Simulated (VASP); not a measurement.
A run of VASP 6.6.1:

INCAR

```
SYSTEM = KCl
ALGO     = Normal         ! electronic algorithm
EDIFF    = 1E-6           ! SCF threshold, eV
ENCUT    = 500            ! plane-wave cutoff, eV
GGA      = CA             ! functional
GGA_COMPAT= .FALSE.      
ISIF     = 2              ! what is computed and relaxed
ISMEAR   = 0              ! smearing method
LASPH    = .TRUE.         ! aspherical terms in the spheres
LCHARG   = .FALSE.        ! write CHGCAR
LREAL    = .FALSE.        ! projectors in reciprocal space
LWAVE    = .FALSE.        ! write WAVECAR
NBANDS   = 15             ! bands
NELM     = 120            ! most SCF steps
PREC     = Accurate       ! precision mode
SIGMA    = 0.01           ! smearing width, eV
```

Contents of KPOINTS:

```
k-points
0
G
  2 2 2
  0 0 0
```

POSCAR

```
KCl
1.0
    3.7708085932      0.0000000000      0.0000000000
    0.0000000000      3.7708085932      0.0000000000
    0.0000000000      0.0000000000      3.7708085932
K Cl
1 1
Direct
    0.0000000000      0.0000000000      0.0000000000
    0.5000000000      0.5000000000      0.5000000000
```

Potentials or basis: VASP PAW LDA potentials, release 64 (K_sv, Cl).

Launch:

```bash
$ cat potpaw_LDA.64/K_sv/POTCAR potpaw_LDA.64/Cl/POTCAR > POTCAR
$ mpirun -np 1 vasp_std > vasp.out
```

Hardware: 1 thread of Intel(R) Xeon(R) Platinum 8175M CPU @ 2.50GHz (Skylake/Cascade Lake) (shared host).

**Question.** Estimate the wall time of this run.

**Answer.** It took 4.8 s on 1 thread of Intel(R) Xeon(R) Platinum 8175M CPU @ 2.50GHz (Skylake/Cascade Lake) (shared host), peak memory 0.13 GiB. Counts: scf iterations 13, k points 4.
